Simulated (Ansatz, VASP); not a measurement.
# Ir: VASP beside Ansatz

```
CELL_PARAMETERS angstrom
2.70524 0.00000 0.00000
-1.35262 2.34281 0.00000
0.00000 0.00000 4.38624
ATOMIC_POSITIONS crystal
Ir 0.66667 0.33333 0.75000
Ir 0.33333 0.66667 0.25000
```

Alike in both runs: task single point; functional LDA; k mesh 18 × 18 × 10; occupations gaussian, width 0.15 eV; no spin polarisation.

|  | VASP | Ansatz |
| --- | --- | --- |
| version | VASP 6.6.1 | Ansatz 0.2.0 |
| potentials or method | VASP PAW LDA potentials, release 64 (Ir), cutoff 520 eV | scalar-relativistic, plane waves, PAW |
| valence electrons in the cell | 18 | 34 |

Ansatz gave:

| Quantity | Value |
| --- | --- |
| gap on the k mesh at the Fermi level (eV) | none |
| pressure (GPa) | 0.1 |

Problem. Estimate VASP's values.

Solution. gap on the k mesh at the Fermi level (eV): none; pressure (GPa): 2.6.

Ansatz warns that its potentials were made for another functional, while VASP's fit it. LDA's correlation is that of Perdew and Zunger in VASP and of Perdew and Wang (1992) in Ansatz. A gap of «none» marks a metal or a gap that the smearing closes. VASP's potentials hold 18 valence electrons a cell and Ansatz's 34, so a difference there can come from the potentials and not from the codes.

Neither program's run includes spin-orbit coupling.
